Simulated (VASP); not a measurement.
ZnO: single point with PBEsol

Slab: ZnO, a slab with vacuum.

```xyz
8
Lattice="3.2300 0.0000 0.0000 -1.6150 2.7973 0.0000 0.0000 0.0000 31.6070" Properties=species:S:1:pos:R:3 pbc="T T T"
O     1.8457    0.7992    7.5601
O     0.2331    1.7303    9.9755
O     1.8537    0.7946   12.5027
O     0.2393    1.7267   15.0623
Zn    0.2307    1.7317    7.8350
Zn    1.8481    0.7978   10.4154
Zn    0.2386    1.7271   12.9825
Zn    1.8494    0.7971   15.5722
```

| Item | Value |
| --- | --- |
| Program | VASP 6.6.1 |
| Task | single point |
| Functional | PBEsol |
| Potentials or basis | VASP PAW PBE potentials, release 64 (O, Zn) |
| Cutoff | 520 eV |
| k mesh | 9 × 9 × 1 |
| Occupations | gaussian, width 0.05 eV |
| Spin | no spin polarisation |

| Quantity | Value |
| --- | --- |
| Largest force | 0.895 eV/Å |
| Band gap on the k mesh | zero (band 36 reaches -2.28 eV, above the bottom of band 37 at -2.74 eV) |

Forces on the atoms (eV/Å):
```
O    0.001 -0.001 -0.007
O    0.001 -0.001  0.158
O   -0.003  0.002  0.378
O   -0.049  0.028  0.893
Zn   0.001 -0.001 -0.048
Zn   0.000  0.000 -0.283
Zn  -0.001  0.001 -0.465
Zn   0.050 -0.029 -0.625
```

Levels at points of the mesh, in eV from the Fermi level:
```
           k point  band 34  band 35  band 36  band 37  band 38  band 39
(0.00, 0.00, 0.00)    -0.09    -0.09     0.45     0.45     1.52     2.49
```

Wall time 15 min on 1 thread of Intel(R) Xeon(R) Platinum 8259CL CPU @ 2.50GHz (Skylake/Cascade Lake) (shared host), peak memory 0.51 GiB.

Caveat: the PAW data sets were made with another functional, which shifts forces and pressure a little.
